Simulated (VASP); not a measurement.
# SiC (P6_3mc) in VASP: a series of runs

Runs on SiC. Level: PBEsol. Tasks: single point.

Everything below comes from runs of VASP 6.6.1. Logs are shortened: lines on timing, memory, paths and dates and some standing lists are left out, and cuts for length are marked.

## 1. The cell of the first run

Symmetry: P6_3mc, No. 186, hexagonal system. The conventional cell has a = 3.075 Å, b = 3.075 Å, c = 5.048 Å, α = 90.00°, β = 90.00°, γ = 120.00°. Within 2.5 Å of Si (site symmetry 3m) lie 4 C at 1.88 to 1.90 Å. C (site symmetry 3m) has 4 Si at 1.88 to 1.90 Å within 2.5 Å.

## 2. Single point, PBEsol

INCAR

```
PREC = Accurate
ENCUT = 520
EDIFF = 1E-6
ISMEAR = -5
SIGMA = 0.1
LREAL = F
LASPH = T
NELM = 60
ALGO = Normal
ISIF = 2
LWAVE = F
LCHARG = T
GGA = PS
LELF = T
LVHAR = T
NBANDS = 16
```

KPOINTS

```
Automatic mesh
0
Gamma
  6 6 4
```

POSCAR

```
SiC
1.0
    3.0753564236      0.0000000000      0.0000000000
   -1.5376782118      2.6633367885      0.0000000000
    0.0000000000      0.0000000000      5.0481087552
Si C
2 2
Direct
    0.3333333333      0.6666666667      0.4995917705
    0.6666666667      0.3333333333      0.9995917705
    0.3333333333      0.6666666667      0.8754082295
    0.6666666667      0.3333333333      0.3754082295
```

Potentials or basis: VASP PAW PBE potentials, release 64 (Si, C).

On the command line:

```console
cat potpaw_PBE.64/Si/POTCAR potpaw_PBE.64/C/POTCAR > POTCAR
mpirun -np 1 vasp_std > vasp.out
```

OUTCAR:

```text
PREC = Accurate
   ENCUT = 520
   EDIFF = 1E-6
   ISMEAR = -5
   LREAL = F
   LASPH = T
   NELM = 60
   ISIF = 2
   GGA = PS

 ion  position               nearest neighbor table
   1  0.333  0.667  0.500-   4 1.88   4 1.88   4 1.88   3 1.90   2 3.09   2 3.09   2 3.09   2 3.09
                             2 3.09   2 3.09
   2  0.667  0.333  1.000-   3 1.88   3 1.88   3 1.88   4 1.90   1 3.09   1 3.09   1 3.09   1 3.09
                             1 3.09   1 3.09
   3  0.333  0.667  0.875-   2 1.88   2 1.88   2 1.88   1 1.90
   4  0.667  0.333  0.375-   1 1.88   1 1.88   1 1.88   2 1.90

  LATTYP: Found a hexagonal cell.
 ALAT       =     3.0753564236
 C/A-ratio  =     1.6414711207

  Lattice vectors:

 A1 = (   3.0753564236,   0.0000000000,   0.0000000000)
 A2 = (  -1.5376782118,   2.6633367885,   0.0000000000)
 A3 = (   0.0000000000,   0.0000000000,   5.0481087552)

Analysis of symmetry for initial positions (statically):
=====================================================================
 Subroutine PRICEL returns:
 Original cell was already a primitive cell.

 Routine SETGRP: Setting up the symmetry group for a
 hexagonal supercell.

 Subroutine GETGRP returns: Found 12 space group operations
 (whereof  6 operations were pure point group operations)
 out of a pool of 24 trial point group operations.

The static configuration has the point symmetry C_3v.
 The point group associated with its full space group is C_6v.

Analysis of symmetry for dynamics (positions and initial velocities):
=====================================================================
 Subroutine PRICEL returns:
 Original cell was already a primitive cell.

 Routine SETGRP: Setting up the symmetry group for a
 hexagonal supercell.

 Subroutine GETGRP returns: Found 12 space group operations
 (whereof  6 operations were pure point group operations)
 out of a pool of 24 trial point group operations.

The dynamic configuration has the point symmetry C_3v.
 The point group associated with its full space group is C_6v.

 Subroutine INISYM returns: Found 12 space group operations
 (whereof  6 operations are pure point group operations),
 and found     1 'primitive' translations

----------------------------------------------------------------------------------------

                                     Primitive cell

[... 92 lines left out ...]
   EDIFF  = 0.1E-05   stopping-criterion for ELM
   LREAL  =      F    real-space projection
   EDIFFG = 0.1E-04   stopping-criterion for IOM
   NSW    =      0    number of steps for IOM
   IBRION =     -1    ionic relax: 0-MD 1-quasi-New 2-CG
   NFREE  =      0    steps in history (QN), initial steepest desc. (CG)
   ISIF   =      2    stress and relaxation
   ISYM   =      2    0-nonsym 1-usesym 2-fastsym
   POTIM  = 0.5000    time-step for ionic-motion
   TEBEG  =    0.0;   TEEND  =   0.0 temperature during run
   PSTRESS=    0.0 pullay stress
   NELECT =      16.0000    total number of electrons
   NUPDOWN=      -1.0000    fix difference up-down
   EMIN   =  10.00;   EMAX   =-10.00  energy-range for DOS
   EFERMI =   0.00;   METHOD = LEGACY
   ISMEAR =    -5;   SIGMA  =   0.10  broadening in eV -4-tet -1-fermi 0-gaus
   EFERMI_NEDOS =   21; number of points for ismear=-14 and -15
   IALGO  =     38    algorithm
   IMIX   =      4    mixing-type and parameters
     AMIX     =   0.40;   BMIX     =  1.00
     AMIX_MAG =   1.60;   BMIX_MAG =  1.00
  volume/ion in A,a.u.               =      10.34        69.76
  Fermi-wavevector in a.u.,A,eV,Ry     =   1.192975  2.254396 19.363673  1.423190
  Thomas-Fermi vector in A             =   2.329001
   LORBIT       =      0    0 simple, 1 ext, 2 COOP (PROOUT), +10 PAW based schemes
   GGA     = PS    functional components
   LHFCALC =     F    Hartree Fock is set to
   AEXX    =    0.0000 exact exchange contribution
   IVDW    =     0    specifies the selected vdW correction
   LEPSILON=     F    determine dielectric tensor
   LRPA    =     F    only Hartree local field effects (RPA)
 non-spin polarized calculation
 Fermi weights with tetrahedron method with Bloechl corrections
  energy-cutoff  :      520.00
  volume of cell :       41.35
 maximum number of plane-waves:      1124
 NGX is ok and might be reduce to    24
   NGX = 11   NGY = 11   NGZ = 19

 number of electron      16.0000000 magnetization

 Free energy of the ion-electron system (eV)
  ---------------------------------------------------
  ext. energy  EPLUGINS =         0.00000000
  ---------------------------------------------------
  free energy    TOTEN  =       -31.81101116 eV

  energy without entropy =      -31.81101116  energy(sigma->0) =      -31.81101116

 E-fermi :   8.2568     XC(G=0): -11.5002

 val. band max:        8.2177620622   @ k =   0.0000   0.0000   0.0000
 cond. band min:      10.3259704201   @ k =   0.3333   0.3333   0.0000
 fundamental gap:      2.1082083579
 Fermi energy:         8.2568094593

 k-point     1 :       0.0000    0.0000    0.0000
  band No.  band energies     occupation
      1      -7.3779      2.00000
      2      -3.7732      2.00000
      3      -0.5508      2.00000
      4       6.8959      2.00000
      5       6.8959      2.00000
      6       8.1031      2.00000
[... 376 lines left out ...]
      3       0.4304      2.00000
      4       0.4304      2.00000
      5       2.5025      2.00000
      6       2.5025      2.00000
[... 8 lines left out ...]
     15      19.7481      0.00000
     16      19.7481      0.00000

------------------------ aborting loop because EDIFF is reached ----------------------------------------

  FORCE on cell =-STRESS in cart. coord.  units (eV):
  Direction    XX          YY          ZZ          XY          YZ          ZX
  --------------------------------------------------------------------------------------
  -------------------------------------------------------------------------------------
  Total        0.1365551      0.1365551      0.0542905      0.0000000     -0.0000000      0.0000000
  in kB        5.2913733      5.2913733      2.1037021      0.0000000     -0.0000000      0.0000000
  external PRESSURE =       4.2288163 kB  Pullay stress =       0.0000000 kB

 VOLUME and BASIS-vectors are now :
 -----------------------------------------------------------------------------
  energy-cutoff  :      520.00
  volume of cell :       41.35
      direct lattice vectors                 reciprocal lattice vectors
     3.075356424  0.000000000  0.000000000     0.325165562  0.187734425  0.000000000
    -1.537678212  2.663336789  0.000000000     0.000000000  0.375468850  0.000000000
     0.000000000  0.000000000  5.048108755     0.000000000  0.000000000  0.198093989

 POSITION                                       TOTAL-FORCE (eV/Angst)
 -----------------------------------------------------------------------------------
     -0.00000      1.77556      2.52199        -0.000000      0.000000     -0.004305
      1.53768      0.88778      5.04605         0.000000     -0.000000     -0.004305
     -0.00000      1.77556      4.41916         0.000000      0.000000      0.004305
      1.53768      0.88778      1.89510        -0.000000     -0.000000      0.004305
 -----------------------------------------------------------------------------------
    total drift:                               -0.000000     -0.000000     -0.000119

  FREE ENERGIE OF THE ION-ELECTRON SYSTEM (eV)
  ---------------------------------------------------
  free  energy   TOTEN  =       -31.8110111574 eV

  energy  without entropy=      -31.8110111574  energy(sigma->0) =      -31.81101116
```

Run time: 5.4 s. Hardware: 1 thread of Intel Xeon 6975P-C (Granite Rapids), shared host; peak memory 0.15 GiB.

Results:

| Quantity | Value |
| --- | --- |
| Free energy | -31.8110 eV |
| Pressure | 0.4 GPa |
| Largest force | 0.004 eV/Å |
| Band gap on the k mesh | 2.11 eV (least direct gap 3.85 eV) |

Forces on the atoms (eV/Å):
```
Si   0.000  0.000 -0.004
Si   0.000  0.000 -0.004
C    0.000  0.000  0.004
C    0.000  0.000  0.004
```

Levels at points of the mesh, in eV from the valence-band top:
| k point | band 6 | band 7 | band 8 | band 9 | band 10 | band 11 |
| --- | --- | --- | --- | --- | --- | --- |
| (0.00, 0.00, 0.00) | -0.11 | 0.00 | 0.00 | 4.74 | 6.15 | 6.59 |
| (0.50, 0.00, 0.00) | -3.35 | -3.35 | -1.20 | 2.65 | 4.12 | 6.80 |
| (0.00, 0.00, 0.50) | -0.71 | -0.71 | -0.71 | 5.83 | 5.83 | 7.27 |
| (0.50, 0.00, 0.50) | -2.46 | -2.35 | -2.35 | 3.17 | 3.17 | 5.15 |

Caveat: the PAW data sets were made with another functional, which shifts forces and pressure a little.

## 3. Single point, PBEsol

INCAR

```
ALGO = Normal ; EDIFF = 1E-7
ENCUT = 520 ; GGA = PS
ISIF = 2 ; ISMEAR = 1
LASPH = True ; LCHARG = False
LREAL = False ; LWAVE = False
NBANDS = 16 ; NELM = 80
PREC = Accurate ; SIGMA = 0.05
```

KPOINTS

```
k-points
0
Gamma
  6 6 4
```

POSCAR is that of step 2.

Potentials or basis: VASP PAW PBE potentials, release 64 (Si, C).

On the command line:

```console
cat potpaw_PBE.64/Si/POTCAR potpaw_PBE.64/C/POTCAR > POTCAR
mpirun -np 1 vasp_std > vasp.out
```

Wall time 5.2 s (1 thread of Intel Xeon 6975P-C (Granite Rapids), shared host); peak memory 0.15 GiB.

The run converged. Its results:

```yaml
Free_energy: -31.8110 eV
Pressure: 0.4 GPa
Largest_force: 0.004 eV/Å
Band_gap_on_the_k_mesh: 2.11 eV (least direct gap 3.85 eV)
```

Forces in eV/Å, atoms in the order of the input:
```
Si   0.000  0.000 -0.004
Si   0.000  0.000 -0.004
C    0.000  0.000  0.004
C    0.000  0.000  0.004
```

Stress tensor (GPa, compression positive):
```
0.54 0.00 0.00
0.00 0.54 0.00
0.00 0.00 0.22
```

Levels at points of the mesh, in eV from the valence-band top:
```csv
k point,band 4,band 5,band 6,band 7,band 8,band 9,band 10,band 11,band 12,band 13
"(0.00, 0.00, 0.00)",-1.32,-1.32,-0.11,0.00,0.00,4.74,6.15,6.59,6.59,7.68
"(0.50, 0.00, 0.00)",-6.32,-5.48,-3.35,-3.35,-1.20,2.65,4.12,6.80,7.04,9.98
"(0.00, 0.00, 0.50)",-4.47,-0.71,-0.71,-0.71,-0.71,5.83,5.83,7.27,7.27,7.27
"(0.50, 0.00, 0.50)",-8.32,-2.46,-2.46,-2.35,-2.35,3.17,3.17,5.16,5.16,10.30
```

Caveat: the PAW data sets were made with another functional, which shifts forces and pressure a little. A k mesh can miss the band edges.

## 4. Single point, PBEsol

INCAR

```
SYSTEM = SiC
ALGO = Normal ; EDIFF = 1E-6
ENCUT = 520 ; GGA = PS
ISIF = 2 ; ISMEAR = 0
ISYM = 0 ; LASPH = .True.
LCHARG = .False. ; LREAL = .False.
LWAVE = .False. ; NBANDS = 16
NELM = 100 ; PREC = Accurate
SIGMA = 0.01
```

KPOINTS

```
k-points
0
Gamma
  6 6 4
  0 0 0
```

POSCAR is that of step 3.

On the command line:

```console
cat potpaw_PBE.64/Si/POTCAR potpaw_PBE.64/C/POTCAR > POTCAR
mpirun -np 1 vasp_std > vasp.out
```

It took 13 s on 1 thread of Intel Xeon 6975P-C (Granite Rapids), shared host; peak memory 0.17 GiB.

Results (log left out):

```
Free energy            : -31.8110 eV
Pressure               : 0.4 GPa
Largest force          : 0.004 eV/Å
Band gap on the k mesh : 2.11 eV (least direct gap 3.85 eV)
```

Forces in eV/Å, atoms in the order of the input:
```
Si   0.000  0.000 -0.004
Si   0.000  0.000 -0.004
C    0.000  0.000  0.004
C    0.000  0.000  0.004
```

Stress tensor (GPa, compression positive):
```
0.53 0.00 0.00
0.00 0.53 0.00
0.00 0.00 0.21
```

Levels at points of the mesh, in eV from the valence-band top:
```csv
k point,band 4,band 5,band 6,band 7,band 8,band 9,band 10,band 11,band 12,band 13
"(0.00, 0.00, 0.00)",-1.32,-1.32,-0.11,0.00,0.00,4.74,6.15,6.59,6.59,7.68
"(0.50, 0.00, 0.00)",-6.32,-5.48,-3.35,-3.35,-1.20,2.65,4.12,6.80,7.04,9.98
"(0.00, 0.50, 0.00)",-6.32,-5.48,-3.35,-3.35,-1.20,2.65,4.12,6.80,7.04,9.98
"(0.50, 0.50, 0.00)",-6.32,-5.48,-3.35,-3.35,-1.20,2.65,4.12,6.80,7.04,9.98
"(0.00, 0.00, 0.50)",-4.47,-0.71,-0.71,-0.71,-0.71,5.83,5.83,7.27,7.27,7.27
"(0.50, 0.00, 0.50)",-8.32,-2.46,-2.46,-2.35,-2.35,3.17,3.17,5.15,5.15,10.30
"(0.00, 0.50, 0.50)",-8.32,-2.46,-2.46,-2.35,-2.35,3.17,3.17,5.15,5.15,10.30
"(0.50, 0.50, 0.50)",-8.32,-2.46,-2.46,-2.35,-2.35,3.17,3.17,5.15,5.15,10.30
```

Caveat: the PAW data sets were made with another functional, which shifts forces and pressure a little.

## 5. Overview

```csv
smearing,gap on the mesh (eV),pressure (GPa)
tetrahedron,2.11,0.4
methfessel-paxton 0.05 eV,2.11,0.4
gaussian 0.01 eV,2.11,0.4
```

Alike in all rows: task single point; level PBEsol; potentials or basis VASP PAW PBE potentials, release 64 (Si, C); no spin polarisation; cell as given; k mesh 6 × 6 × 4; cutoff (eV) 520.

Caveats: the PAW data sets were made with another functional, which shifts forces and pressure a little.

Total energies depend on the potentials used, so only differences within one code and one set of settings carry meaning.
